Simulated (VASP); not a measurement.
# TaC in VASP: single point with PBE+D3(BJ)

Aim: the single point of TaC with PBE+D3(BJ).

Program: VASP 6.6.1. These are calculated values, not measurements. Logs are shortened: lines on timing, memory, paths and dates and some standing lists are left out, and cuts for length are marked.

### Step 1. The cell of the first run

The cell holds a slab with vacuum, 24 atoms: a = 6.286 Å, b = 6.286 Å, c = 20.445 Å, α = 90.00°, β = 90.00°, γ = 90.00°.

### Step 2. Single point, PBE+D3(BJ)

File INCAR:

```
SYSTEM = TaC
ALGO = Normal
DIPOL = 0.5 0.5 0.497
EDIFF = 1E-7
ENCUT = 520
GGA = PE
IDIPOL = 3
ISIF = 2
ISMEAR = 0
IVDW = 12
LASPH = .TRUE.
LCHARG = .FALSE.
LDIPOL = .TRUE.
LREAL = Auto
LWAVE = .FALSE.
NBANDS = 108
NELM = 60
PREC = Accurate
SIGMA = 0.1
```

File KPOINTS:

```
k-points
0
G
  3 3 1
  0 0 0
```

File POSCAR:

```
TaC
1.0
    6.2855222138      0.0000000000      0.0000000000
    0.0000000000      6.2855222138      0.0000000000
    0.0000000000      0.0000000000     20.4445353806
Ta C
12 12
Direct
    0.2500000000      0.2500000000      0.3913026073
    0.2500000000      0.7500000000      0.3913026073
    0.7500000000      0.2500000000      0.3913026073
    0.7500000000      0.7500000000      0.3913026073
    0.5000000000      0.5000000000      0.4971690563
    0.5000000000      0.0000000000      0.4971690563
    0.0000000000      0.5000000000      0.4971690563
    0.0000000000      0.0000000000      0.4971690563
    0.7500000000      0.7500000000      0.5991214059
    0.7500000000      0.2500000000      0.5991214059
    0.2500000000      0.7500000000      0.5991214059
    0.2500000000      0.2500000000      0.5991214059
    0.5000000000      0.5000000000      0.3913026073
    0.5000000000      0.0000000000      0.3913026073
    0.0000000000      0.5000000000      0.3913026073
    0.0000000000      0.0000000000      0.3913026073
    0.7500000000      0.7500000000      0.4955889210
    0.7500000000      0.2500000000      0.4955889210
    0.2500000000      0.7500000000      0.4955889210
    0.2500000000      0.2500000000      0.4955889210
    0.0000000000      0.0000000000      0.6092031825
    0.0000000000      0.5000000000      0.6092031825
    0.5000000000      0.0000000000      0.6092031825
    0.5000000000      0.5000000000      0.6092031825
```

Potentials or basis: VASP PAW PBE potentials, release 64 (Ta_pv, C).

Run with:

```
cat potpaw_PBE.64/Ta_pv/POTCAR potpaw_PBE.64/C/POTCAR > POTCAR
mpirun -np 1 vasp_std > vasp.out
```

OUTCAR:

```text
SYSTEM = TaC
   EDIFF = 1E-7
   ENCUT = 520
   GGA = PE
   ISIF = 2
   ISMEAR = 0
   IVDW = 12
   LASPH = .TRUE.
   LREAL = Auto
   NELM = 60
   PREC = Accurate
 IVDW          = 12

 ion  position               nearest neighbor table
   1  0.250  0.250  0.391-  20 2.13  14 2.22  15 2.22  16 2.22  13 2.22   6 3.10   7 3.10   8 3.10
                             5 3.10   3 3.14   2 3.14   2 3.14   3 3.14
   2  0.250  0.750  0.391-  19 2.13  14 2.22  15 2.22  16 2.22  13 2.22   6 3.10   7 3.10   8 3.10
                             5 3.10   4 3.14   1 3.14   1 3.14   4 3.14
   3  0.750  0.250  0.391-  18 2.13  14 2.22  15 2.22  16 2.22  13 2.22   6 3.10   7 3.10   8 3.10
                             5 3.10   4 3.14   1 3.14   4 3.14   1 3.14
   4  0.750  0.750  0.391-  17 2.13  14 2.22  15 2.22  16 2.22  13 2.22   6 3.10   7 3.10   8 3.10
                             5 3.10   3 3.14   2 3.14   3 3.14   2 3.14
   5  0.500  0.500  0.497-  13 2.16  17 2.22  18 2.22  19 2.22  20 2.22  24 2.29  11 3.05  12 3.05
                             9 3.05  10 3.05   3 3.10   4 3.10   1 3.10   2 3.10   6 3.14   7 3.14
   6  0.500  0.000  0.497-  14 2.16  17 2.22  18 2.22  19 2.22  20 2.22  23 2.29  11 3.05  12 3.05
                             9 3.05  10 3.05   3 3.10   4 3.10   1 3.10   2 3.10   5 3.14   8 3.14
   7  0.000  0.500  0.497-  15 2.16  17 2.22  18 2.22  19 2.22  20 2.22  22 2.29  11 3.05  12 3.05
                             9 3.05  10 3.05   3 3.10   4 3.10   1 3.10   2 3.10   5 3.14   8 3.14
   8  0.000  0.000  0.497-  16 2.16  17 2.22  18 2.22  19 2.22  20 2.22  21 2.29  11 3.05  12 3.05
                             9 3.05  10 3.05   3 3.10   4 3.10   1 3.10   2 3.10   6 3.14   7 3.14
   9  0.750  0.750  0.599-  17 2.12  21 2.23  22 2.23  23 2.23  24 2.23   6 3.05   7 3.05   8 3.05
                             5 3.05  11 3.14  10 3.14  10 3.14  11 3.14
  10  0.750  0.250  0.599-  18 2.12  21 2.23  22 2.23  23 2.23  24 2.23   6 3.05   7 3.05   8 3.05
                             5 3.05  12 3.14   9 3.14   9 3.14  12 3.14
  11  0.250  0.750  0.599-  19 2.12  21 2.23  22 2.23  23 2.23  24 2.23   6 3.05   7 3.05   8 3.05
                             5 3.05  12 3.14   9 3.14  12 3.14   9 3.14
[... 19 lines left out ...]
  Lattice vectors:

 A1 = (   6.2855222138,   0.0000000000,   0.0000000000)
 A2 = (   0.0000000000,   6.2855222138,   0.0000000000)
 A3 = (   0.0000000000,   0.0000000000,  20.4445353806)

Analysis of symmetry for initial positions (statically):
=====================================================================
 Subroutine PRICEL returns following result:

  LATTYP: Found a simple tetragonal cell.
 ALAT       =     3.1427611069
 C/A-ratio  =     6.5052782204

  Lattice vectors:

 A1 = (   3.1427611069,   0.0000000000,   0.0000000000)
 A2 = (   0.0000000000,   3.1427611069,   0.0000000000)
 A3 = (   0.0000000000,   0.0000000000,  20.4445353806)

   4 primitive cells build up your supercell.

 Routine SETGRP: Setting up the symmetry group for a
 simple tetragonal supercell.

 Subroutine GETGRP returns: Found  8 space group operations
 (whereof  8 operations were pure point group operations)
 out of a pool of 16 trial point group operations.

The static configuration has the point symmetry C_4v.

Analysis of symmetry for dynamics (positions and initial velocities):
=====================================================================
 Subroutine PRICEL returns following result:

  LATTYP: Found a simple tetragonal cell.
 ALAT       =     3.1427611069
 C/A-ratio  =     6.5052782204

  Lattice vectors:

 A1 = (   3.1427611069,   0.0000000000,   0.0000000000)
 A2 = (   0.0000000000,   3.1427611069,   0.0000000000)
 A3 = (   0.0000000000,   0.0000000000,  20.4445353806)

   4 primitive cells build up your supercell.

 Routine SETGRP: Setting up the symmetry group for a
 simple tetragonal supercell.

 Subroutine GETGRP returns: Found  8 space group operations
 (whereof  8 operations were pure point group operations)
 out of a pool of 16 trial point group operations.

The dynamic configuration has the point symmetry C_4v.

 Subroutine INISYM returns: Found  8 space group operations
 (whereof  8 operations are pure point group operations),
 and found     4 'primitive' translations

----------------------------------------------------------------------------------------

                                     Primitive cell

  volume of cell :     201.9296

  direct lattice vectors                    reciprocal lattice vectors
     3.142761107  0.000000000  0.000000000     0.318191541  0.000000000  0.000000000
     0.000000000  3.142761107  0.000000000     0.000000000  0.318191541  0.000000000
     0.000000000  0.000000000 20.444535381     0.000000000  0.000000000  0.048912826

  length of vectors
     3.142761107  3.142761107 20.444535381     0.318191541  0.318191541  0.048912826

  position of ions in fractional coordinates (direct lattice)
     0.500000000  0.500000000  0.391302607
     0.000000000  0.000000000  0.497169056
     0.500000000  0.500000000  0.599121406
     0.000000000  0.000000000  0.391302607
     0.500000000  0.500000000  0.495588921
     0.000000000  0.000000000  0.609203183

  ion indices of the primitive-cell ions
   primitive index   ion index
                 1           1
                 2           5
                 3          12
                 4          13
                 5          20
                 6          21

----------------------------------------------------------------------------------------

 KPOINTS: k-points

Automatic generation of k-mesh.
 Grid dimensions read from file:
 generate k-points for:    3    3    1

 Generating k-lattice:

  Cartesian coordinates                     Fractional coordinates (reciprocal lattice)
     0.053031924  0.000000000  0.000000000     0.333333333  0.000000000  0.000000000
     0.000000000  0.053031924  0.000000000     0.000000000  0.333333333  0.000000000
     0.000000000  0.000000000  0.048912826     0.000000000  0.000000000  1.000000000

  Length of vectors
     0.053031924  0.053031924  0.048912826

  Shift w.r.t. Gamma in fractional coordinates (k-lattice)
     0.000000000  0.000000000  0.000000000

 Subroutine IBZKPT returns following result:
 ===========================================

 Found      3 irreducible k-points:

 Following reciprocal coordinates:
            Coordinates               Weight
  0.000000  0.000000  0.000000      1.000000
  0.333333  0.000000  0.000000      4.000000
  0.333333  0.333333  0.000000      4.000000
   k-points           NKPTS =      3   k-points in BZ     NKDIM =      3   number of bands    NBANDS=    108
   number of dos      NEDOS =    301   number of ions     NIONS =     24
   total plane-waves  NPLWV = 368640
   dimension x,y,z NGX =    48 NGY =   48 NGZ =  160
   dimension x,y,z NGXF=    96 NGYF=   96 NGZF=  320
   ions per type =              12  12
   NGX,Y,Z   is equivalent  to a cutoff of  12.70, 12.70, 13.01 a.u.
   NGXF,Y,Z  is equivalent  to a cutoff of  25.39, 25.39, 26.02 a.u.
 SYSTEM =  TaC
   PREC   = accura    normal or accurate (medium, high low for compatibility)
   ISTART =      0    job   : 0-new  1-cont  2-samecut
   ICHARG =      2    charge: 1-file 2-atom 10-const
   ISPIN  =      1    spin polarized calculation?
   LNONCOLLINEAR =      F non collinear calculations
   LSORBIT =      F    spin-orbit coupling
   LASPH  =      T    aspherical Exc in radial PAW
   ENCUT  =  520.0 eV  38.22 Ry    6.18 a.u.  11.69 11.69 38.01*2*pi/ulx,y,z
   NELM   =     60;   NELMIN=  2; NELMDL= -5     # of ELM steps
   EDIFF  = 0.1E-06   stopping-criterion for ELM
   LREAL  =      T    real-space projection
   EDIFFG = 0.1E-05   stopping-criterion for IOM
   NSW    =      0    number of steps for IOM
   IBRION =     -1    ionic relax: 0-MD 1-quasi-New 2-CG
   NFREE  =      0    steps in history (QN), initial steepest desc. (CG)
   ISIF   =      2    stress and relaxation
   ISYM   =      2    0-nonsym 1-usesym 2-fastsym
   POTIM  = 0.5000    time-step for ionic-motion
   TEBEG  =    0.0;   TEEND  =   0.0 temperature during run
   PSTRESS=    0.0 pullay stress
   NELECT =     180.0000    total number of electrons
   NUPDOWN=      -1.0000    fix difference up-down
   EMIN   =  10.00;   EMAX   =-10.00  energy-range for DOS
   EFERMI =   0.00;   METHOD = LEGACY
   ISMEAR =     0;   SIGMA  =   0.10  broadening in eV -4-tet -1-fermi 0-gaus
   EFERMI_NEDOS =   21; number of points for ismear=-14 and -15
   IALGO  =     38    algorithm
   IMIX   =      4    mixing-type and parameters
     AMIX     =   0.40;   BMIX     =  1.00
     AMIX_MAG =   1.60;   BMIX_MAG =  1.00
  volume/ion in A,a.u.               =      33.65       227.11
  Fermi-wavevector in a.u.,A,eV,Ry     =   0.992535  1.875619 13.403440  0.985125
  Thomas-Fermi vector in A             =   2.124353
   LORBIT       =      0    0 simple, 1 ext, 2 COOP (PROOUT), +10 PAW based schemes
   GGA     = PE    functional components
   LHFCALC =     F    Hartree Fock is set to
   AEXX    =    0.0000 exact exchange contribution
   IVDW    =    12    specifies the selected vdW correction
   LEPSILON=     F    determine dielectric tensor
   LRPA    =     F    only Hartree local field effects (RPA)
 non-spin polarized calculation
 Gauss-broadening in eV      SIGMA  =   0.10
  energy-cutoff  :      520.00
  volume of cell :      807.72
 maximum number of plane-waves:     21761
 NGX is ok and might be reduce to    48
   NGX = 23   NGY = 23   NGZ = 77

 dipolmoment           0.000000      0.000000     -0.758878 electrons x Angstroem

 number of electron     179.9999992 magnetization

 dipolmoment           0.000000      0.000000      0.081077 electrons x Angstroem

 Free energy of the ion-electron system (eV)
  ---------------------------------------------------
  ext. energy  EPLUGINS =         0.00000000
  ---------------------------------------------------
  free energy    TOTEN  =      -257.98403335 eV

  energy without entropy =     -257.92610772  energy(sigma->0) =     -257.95507053

 E-fermi :   0.5655     XC(G=0):  -5.2819

 val. band max:        0.5048693893   @ k =   0.3333   0.0000   0.0000
 cond. band min:       0.5992738983   @ k =   0.3333   0.0000   0.0000
 fundamental gap:      0.0944045091
 Fermi energy:         0.5655407385

 k-point     1 :       0.0000    0.0000    0.0000
  band No.  band energies     occupation
      1     -35.2552      2.00000
      2     -35.2552      2.00000
      3     -35.1705      2.00000
      4     -35.0974      2.00000
      5     -35.0974      2.00000
      6     -35.0831      2.00000
[... 304 lines left out ...]
    101       2.1616      0.00000
    102       2.1616      0.00000
 [bands above 102 left out]

------------------------ aborting loop because EDIFF is reached ----------------------------------------

 vacuum level on the upper side and lower side of the slab       (xc-potential included)         0.052        -0.328

 Edisp (eV)   -7.27981

 E8    (eV) :    -3.5483

  FORCE on cell =-STRESS in cart. coord.  units (eV):
  Direction    XX          YY          ZZ          XY          YZ          ZX
  --------------------------------------------------------------------------------------
  -------------------------------------------------------------------------------------
  Total     -14.95660   -14.95660     0.74304     0.00000     0.00000    -0.00000
  in kB     -29.66767   -29.66767     1.47387     0.00000     0.00000    -0.00000
  external pressure =      -19.29 kB  Pullay stress =        0.00 kB

 VOLUME and BASIS-vectors are now :
 -----------------------------------------------------------------------------
  energy-cutoff  :      520.00
  volume of cell :      807.72
      direct lattice vectors                 reciprocal lattice vectors
     6.285522214  0.000000000  0.000000000     0.159095771  0.000000000  0.000000000
     0.000000000  6.285522214  0.000000000     0.000000000  0.159095771  0.000000000
     0.000000000  0.000000000 20.444535381     0.000000000  0.000000000  0.048912826

 POSITION                                       TOTAL-FORCE (eV/Angst)
 -----------------------------------------------------------------------------------
      1.57138      1.57138      8.00000         0.000000     -0.000000      1.838632
      1.57138      4.71414      8.00000         0.000000      0.000000      1.838632
      4.71414      1.57138      8.00000        -0.000000      0.000000      1.838632
      4.71414      4.71414      8.00000        -0.000000      0.000000      1.838632
      3.14276      3.14276     10.16439         0.000000     -0.000000      0.012406
      3.14276      0.00000     10.16439        -0.000000      0.000000      0.012406
[... 16 lines left out ...]
      3.14276      0.00000     12.45488         0.000000      0.000000      0.028425
      3.14276      3.14276     12.45488        -0.000000      0.000000      0.028425
 -----------------------------------------------------------------------------------
    total drift:                                0.000000      0.000000     -0.064699

  FREE ENERGIE OF THE ION-ELECTRON SYSTEM (eV)
  ---------------------------------------------------
  free  energy   TOTEN  =      -265.2638476303 eV

  energy  without entropy=     -265.2059220003  energy(sigma->0) =     -265.23488482

 vacuum level on the upper side and lower side of the slab         3.935         3.544
```

It took 8.2 min on 1 thread of Intel Xeon 6975P-C (Granite Rapids), shared host; peak memory 0.79 GiB.

What came out:

* Free energy: -265.2638 eV
* Largest force: 1.895 eV/Å
* Band gap on the k mesh: zero (band 90 reaches 0.81 eV, above the bottom of band 91 at 0.50 eV)
* Dispersion energy per atom: -0.303 eV

Forces in eV/Å, atoms in the order of the input:
```
Ta   0.000  0.000  1.839
Ta   0.000  0.000  1.839
Ta   0.000  0.000  1.839
Ta   0.000  0.000  1.839
Ta   0.000  0.000  0.012
Ta   0.000  0.000  0.012
Ta   0.000  0.000  0.012
Ta   0.000  0.000  0.012
Ta   0.000  0.000  0.019
Ta   0.000  0.000  0.019
Ta   0.000  0.000  0.019
Ta   0.000  0.000  0.019
C    0.000  0.000 -1.895
C    0.000  0.000 -1.895
C    0.000  0.000 -1.895
C    0.000  0.000 -1.895
C    0.000  0.000 -0.003
C    0.000  0.000 -0.003
C    0.000  0.000 -0.003
C    0.000  0.000 -0.003
C    0.000  0.000  0.028
C    0.000  0.000  0.028
C    0.000  0.000  0.028
C    0.000  0.000  0.028
```

Levels at points of the mesh, in eV from the Fermi level:
```tsv
k point	band 86	band 87	band 88	band 89	band 90	band 91	band 92	band 93	band 94	band 95
(0.00, 0.00, 0.00)	-1.57	-0.96	-0.52	-0.52	-0.23	0.25	0.25	0.68	0.68	0.81
```

Caveat: spin-orbit coupling is left out, which moves the levels of the heavy elements.
